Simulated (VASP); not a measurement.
Here is a VASP 6.6.1 calculation.

File INCAR:

```
SYSTEM = HoNb2As3
ALGO = Normal
EDIFF = 1E-6
ENCUT = 500
GGA = PE
GGA_COMPAT = .False.
ISIF = 2
ISMEAR = 0
ISPIN = 2
LASPH = .True.
LCHARG = .False.
LMAXMIX = 6
LORBIT = 11
LREAL = .False.
LWAVE = .False.
MAGMOM = 0 1 1 0 0 0
NBANDS = 38
NELM = 200
PREC = Accurate
SIGMA = 0.1
```

KPOINTS

```
k-points
0
Gamma
  4 4 2
  0 0 0
```

File POSCAR:

```
HoNb2As3
1.0
    3.8945956189      0.0000000000      0.0000000000
    0.0000000000      3.8945956189      0.0000000000
    0.0000000000      0.0000000000      9.4668928453
Ho Nb As
1 2 3
Direct
    0.0000000000      0.0000000000      0.1662087624
    0.5000000000      0.0000000000      0.6747645896
    0.0000000000      0.5000000000      0.6747645896
    0.0000000000      0.0000000000      0.8724092947
    0.5000000000      0.0000000000      0.3953876019
    0.0000000000      0.5000000000      0.3953876019
```

Potentials or basis: VASP PAW PBE potentials, release 64 (Ho_3, Nb_sv, As), 4f in core.

Launch:

```bash
$ cat potpaw_PBE.64/Ho_3/POTCAR potpaw_PBE.64/Nb_sv/POTCAR potpaw_PBE.64/As/POTCAR > POTCAR
$ mpirun -np 1 vasp_std > vasp.out
```

Task: Estimate the net moment.

Result: 0.00 μB per cell.

Task: Predict the pressure.

Result: 0.1 GPa.

Task: Estimate the largest force.

Result: 0.036 eV/Å.

Stress tensor (GPa, compression positive):
```
0.05 0.00 0.00
0.00 0.05 0.00
0.00 0.00 0.24
```

Caveat: the k points lie up to 0.40 Å⁻¹ apart; the magnetic or orbital state may not be the lowest.
